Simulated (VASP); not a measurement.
# AlCu6 (Fm-3m) in VASP: notebook, part 2 of 2

VASP 6.6.1. Earlier steps stand in the parts before.

## Step 3: Single point, PBE

INCAR

```
  PREC = Accurate
  ENCUT = 520
  EDIFF = 1E-6
  ISMEAR = 0
  SIGMA = 0.1
  LREAL = F
  LASPH = T
  NELM = 100
  ALGO = Fast
  ISIF = 2
  LWAVE = F
  LCHARG = F
  GGA = PE
  NBANDS = 44
```

KPOINTS

```
Automatic mesh
0
Gamma
  8 8 8
```

POSCAR

```
AlCu6
1.0
    0.0000000000      3.6105343565      3.6105343565
    3.6105343565      0.0000000000      3.6105343565
    3.6105343565      3.6105343565      0.0000000000
Al Cu
1 6
Direct
    0.5000000000      0.5000000000      0.5000000000
    0.5000000000      0.0000000000      0.0000000000
    0.0000000000      0.5000000000      0.5000000000
    0.0000000000      0.5000000000      0.0000000000
    0.5000000000      0.0000000000      0.5000000000
    0.0000000000      0.0000000000      0.5000000000
    0.5000000000      0.5000000000      0.0000000000
```

Potentials or basis: VASP PAW PBE potentials, release 64 (Al, Cu).

Run with:

```sh
cat potpaw_PBE.64/Al/POTCAR potpaw_PBE.64/Cu/POTCAR > POTCAR
mpirun -np 1 vasp_std > vasp.out
```

OUTCAR:

```text
PREC = Accurate
   ENCUT = 520
   EDIFF = 1E-6
   ISMEAR = 0
   LREAL = F
   LASPH = T
   NELM = 100
   ISIF = 2
   GGA = PE

 ion  position               nearest neighbor table
   1  0.500  0.500  0.500-   3 2.55   5 2.55   7 2.55   2 2.55   4 2.55   7 2.55   2 2.55   5 2.55
                             6 2.55   3 2.55   4 2.55   6 2.55
   2  0.500  0.000  0.000-   5 2.55   7 2.55   1 2.55   5 2.55   6 2.55   1 2.55   4 2.55   7 2.55
                             4 2.55   6 2.55
   3  0.000  0.500  0.500-   1 2.55   4 2.55   6 2.55   4 2.55   7 2.55   5 2.55   6 2.55   1 2.55
                             5 2.55   7 2.55
   4  0.000  0.500  0.000-   3 2.55   7 2.55   1 2.55   3 2.55   6 2.55   2 2.55   6 2.55   1 2.55
                             2 2.55   7 2.55
   5  0.500  0.000  0.500-   1 2.55   2 2.55   6 2.55   2 2.55   7 2.55   1 2.55   3 2.55   7 2.55
                             3 2.55   6 2.55
   6  0.000  0.000  0.500-   3 2.55   5 2.55   2 2.55   4 2.55   1 2.55   3 2.55   4 2.55   1 2.55
                             2 2.55   5 2.55
   7  0.500  0.500  0.000-   1 2.55   2 2.55   4 2.55   1 2.55   3 2.55   5 2.55   2 2.55   5 2.55
                             3 2.55   4 2.55

  LATTYP: Found a face centered cubic cell.
 ALAT       =     7.2210687130

  Lattice vectors:

 A1 = (   0.0000000000,   3.6105343565,   3.6105343565)
[... 192 lines left out ...]
 cond. band min:       6.8122894364   @ k =   0.3750   0.2500   0.1250
 fundamental gap:      0.1313059908
 Fermi energy:         6.6923346382

 k-point     1 :       0.0000    0.0000    0.0000
  band No.  band energies     occupation
      1      -2.7941      2.00000
      2       1.3596      2.00000
      3       2.0711      2.00000
      4       2.0711      2.00000
      5       2.0711      2.00000
      6       2.4669      2.00000
[... 1117 lines left out ...]
     43      15.4949      0.00000
     44      15.8745      0.00000

 [... further k-points ...]
[... 5 lines left out ...]
  --------------------------------------------------------------------------------------
  -------------------------------------------------------------------------------------
  Total       -0.1446212     -0.1446212     -0.1446212     -0.0000000     -0.0000000      0.0000000
  in kB       -2.4614897     -2.4614897     -2.4614897     -0.0000000     -0.0000000      0.0000000
  external PRESSURE =      -2.4614897 kB  Pullay stress =       0.0000000 kB

 VOLUME and BASIS-vectors are now :
 -----------------------------------------------------------------------------
  energy-cutoff  :      520.00
  volume of cell :       94.13
      direct lattice vectors                 reciprocal lattice vectors
     0.000000000  3.610534357  3.610534357    -0.138483657  0.138483657  0.138483657
     3.610534357  0.000000000  3.610534357     0.138483657 -0.138483657  0.138483657
     3.610534357  3.610534357  0.000000000     0.138483657  0.138483657 -0.138483657

 POSITION                                       TOTAL-FORCE (eV/Angst)
 -----------------------------------------------------------------------------------
      3.61053      3.61053      3.61053         0.000000      0.000000      0.000000
      0.00000      1.80527      1.80527        -0.000000      0.000000      0.000000
      3.61053      1.80527      1.80527        -0.000000     -0.000000      0.000000
      1.80527      0.00000      1.80527         0.000000     -0.000000     -0.000000
      1.80527      3.61053      1.80527         0.000000     -0.000000      0.000000
      1.80527      1.80527      0.00000         0.000000      0.000000     -0.000000
      1.80527      1.80527      3.61053         0.000000      0.000000     -0.000000
 -----------------------------------------------------------------------------------
    total drift:                               -0.000000     -0.000000      0.000000

  FREE ENERGIE OF THE ION-ELECTRON SYSTEM (eV)
  ---------------------------------------------------
  free  energy   TOTEN  =       -26.0621630519 eV

  energy  without entropy=      -26.0553013917  energy(sigma->0) =      -26.05873222
```

Wall time 5.9 min (1 thread of Intel Xeon 8259CL, shared host); peak memory 0.29 GiB.

Results:

| Property | Result |
| --- | --- |
| Free energy | -26.0622 eV |
| Pressure | -0.2 GPa |
| Band gap on the k mesh | zero (an odd number of electrons rules out a gap without spin polarisation) |

## Step 4: Relaxation of cell and atoms, PBE

This run uses another cell than the first one, of 13.02 Å³/atom.

INCAR

```
SYSTEM = AlCu6
PREC = Accurate ; ENCUT = 600
EDIFF = 1E-6 ; ISMEAR = 0
SIGMA = 0.2 ; LREAL = .False.
LASPH = .True. ; NELM = 60
ALGO = Normal ; ISIF = 3
LWAVE = .False. ; LCHARG = .False.
GGA = PE ; IBRION = 2
NSW = 36 ; EDIFFG = -0.08
```

KPOINTS

```
regular mesh
0
Gamma
  4 4 4
  0 0 0
```

POSCAR, as its differences from that of step 3:

```diff
@@ -2,5 +2,5 @@
 1.0
-    0.0000000000      3.6105343565      3.6105343565
-    3.6105343565      0.0000000000      3.6105343565
-    3.6105343565      3.6105343565      0.0000000000
+    0.0000000000      3.5721629800      3.5721629800
+    3.5721629800      0.0000000000      3.5721629800
+    3.5721629800      3.5721629800      0.0000000000
 Al Cu
```

Run with:

```sh
cat potpaw_PBE.64/Al/POTCAR potpaw_PBE.64/Cu/POTCAR > POTCAR
mpirun -np 1 vasp_std > vasp.out
```

Wall time 3.1 min (1 thread of Intel Xeon 8259CL, shared host); peak memory 0.26 GiB.

It converged, with:

| Property | Result |
| --- | --- |
| Free energy | -26.0082 eV |
| Relaxed volume | 13.52 Å³/atom |
| Relaxed cell | a = 5.115 Å, b = 5.115 Å, c = 5.115 Å, α = 60.00°, β = 60.00°, γ = 60.00° |
| Space group after relaxing (to 0.1 Å) | Fm-3m (No. 225) |
| Energy gained by relaxing | 6.8 meV/atom |
| Ionic steps | 3 |
| Pressure after relaxing | 0.0 GPa |
| Band gap on the k mesh | zero (an odd number of electrons rules out a gap without spin polarisation) |

The path:
```csv
step,energy change (eV),largest force (eV/Å),pressure (GPa),volume (Å³)
1,0.0000,0.0000,4.40,91.16
2,-0.0410,0.0000,-1.74,95.97
3,-0.0475,0.0000,0.00,94.64
```

Final structure:
```cif
data_structure
_symmetry_space_group_name_H-M 'P 1'
_symmetry_Int_Tables_number 1
_cell_length_a 5.1151
_cell_length_b 5.1151
_cell_length_c 5.1151
_cell_angle_alpha 60.000
_cell_angle_beta 60.000
_cell_angle_gamma 60.000
_cell_volume 94.64
loop_
_atom_site_label
_atom_site_type_symbol
_atom_site_fract_x
_atom_site_fract_y
_atom_site_fract_z
_atom_site_occupancy
Al1 Al 0.50000 0.50000 0.50000 1
Cu1 Cu 0.50000 0.00000 0.00000 1
Cu2 Cu 0.00000 0.50000 0.50000 1
Cu3 Cu 0.00000 0.50000 0.00000 1
Cu4 Cu 0.50000 0.00000 0.50000 1
Cu5 Cu 0.00000 0.00000 0.50000 1
Cu6 Cu 0.50000 0.50000 0.00000 1
```

Levels at points of the mesh, in eV from the Fermi level:
```csv
k point,band 33,band 34,band 35,band 36,band 37,band 38
"(0.00, 0.00, 0.00)",-1.33,-1.33,-0.75,2.66,2.66,2.66
"(0.50, 0.00, 0.00)",-0.30,0.21,0.21,1.55,1.55,1.56
"(0.50, 0.50, 0.00)",-1.34,-0.76,-0.17,-0.17,5.18,5.18
```

Caveat: the k points lie up to 0.38 Å⁻¹ apart in the final cell, too coarse for converged energies and pressures of a metal.

## Step 5: The runs side by side

| task | cell | k mesh | cutoff (eV) | smearing | gap on the mesh (eV) | pressure (GPa) |
| --- | --- | --- | --- | --- | --- | --- |
| single point | a = 5.105 Å, angles 60.0°, 7 atoms | 4 × 4 × 4 | 520 | gaussian 0.2 eV | none | 0.6 |
| single point | a = 5.106 Å, angles 60.0°, 7 atoms | 8 × 8 × 8 | 520 | gaussian 0.1 eV | none | -0.2 |
| relaxation of cell and atoms | relaxed from a = 5.052 Å, angles 60.0°, 7 atoms | 4 × 4 × 4 | 600 | gaussian 0.2 eV | none | 0.0 |

Alike in all rows: level PBE; potentials or basis VASP PAW PBE potentials, release 64 (Al, Cu); no spin polarisation.

Caveats: some runs use coarse meshes.

Absolute energies hang on the potentials; compare differences alone.

The gap in the log of VASP goes by the Fermi energy; the results here count the filled bands.